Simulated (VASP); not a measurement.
KTaO3:

```
K Ta O
1.0
     4.02438    0.00000    0.00000
     0.00000    4.02438    0.00000
     0.00000    0.00000    4.02438
K Ta O
1 1 3
Direct
  0.50000 0.50000 0.50000
  0.00000 0.00000 0.00000
  0.50000 0.00000 0.00000
  0.00000 0.50000 0.00000
  0.00000 0.00000 0.50000
```

* Program: VASP 6.6.1
* Task: relaxation of cell and atoms
* Functional: PBEsol
* Potentials or basis: VASP PAW PBE potentials, release 64 (K_sv, Ta_pv, O)
* Cutoff: 600 eV
* k mesh: 6 × 6 × 6
* Occupations: fermi-dirac, width 0.02 eV
* Spin: no spin polarisation

At the start: pressure -5.1 GPa; volume 13.04 Å³/atom.

**Question.** Where does the relaxation end?

**Answer.** Over 3 steps the energy falls by 5.5 meV/atom and the volume is 12.70 Å³/atom (-2.6 %); space group Pm-3m (No. 221, to 0.05 Å).

Step by step:
| step | energy change (eV) | largest force (eV/Å) | pressure (GPa) | volume (Å³) |
| --- | --- | --- | --- | --- |
| 1 | 0.0000 | 0.0000 | -5.07 | 65.18 |
| 2 | 0.0196 | 0.0000 | 7.42 | 61.37 |
| 3 | -0.0277 | 0.0000 | -0.04 | 63.48 |

Final structure:
```
K Ta O
1.0
     3.98924    0.00000    0.00000
     0.00000    3.98924    0.00000
     0.00000    0.00000    3.98924
K Ta O
1 1 3
Direct
  0.50000 0.50000 0.50000
  0.00000 0.00000 0.00000
  0.50000 0.00000 0.00000
  0.00000 0.50000 0.00000
  0.00000 0.00000 0.50000
```

Caveat: the PAW data sets were made with another functional, which shifts forces and pressure a little.
